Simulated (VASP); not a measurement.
Ba3Na, 4 atoms in the cell. The typed cell holds 4 atoms: a = 6.215 Å, b = 6.157 Å, c = 6.322 Å, α = 89.70°, β = 90.15°, γ = 90.94°. 

| Property | Result |
| --- | --- |
| Program | VASP 6.6.1 |
| Task | single point |
| Functional | PBEsol |
| Potentials or basis | VASP PAW PBE potentials, release 64 (Na_pv, Ba_sv) |
| Cutoff | 500 eV |
| k mesh | 3 × 3 × 3 |
| Occupations | methfessel-paxton, width 0.05 eV |
| Spin | no spin polarisation |
| Dipole correction | no |
| Further INCAR settings | ALGO = Normal; EDIFF = 1e-06; NBANDS = 26 |

Potentials or basis: VASP PAW PBE potentials, release 64 (Na_pv, Ba_sv).

Command:

```sh
$ cat potpaw_PBE.64/Na_pv/POTCAR potpaw_PBE.64/Ba_sv/POTCAR > POTCAR
$ mpirun -np 1 vasp_std > vasp.out
```

Hardware: 1 thread of Intel(R) Xeon(R) Platinum 8259CL CPU @ 2.50GHz (Skylake/Cascade Lake), with other jobs on the host.

Q: How long does it take, and how much memory?

A: Run time: 64 s on 1 thread of Intel(R) Xeon(R) Platinum 8259CL CPU @ 2.50GHz (Skylake/Cascade Lake) (shared host), peak memory 0.35 GiB. Counts: scf iterations 11, k points 14.
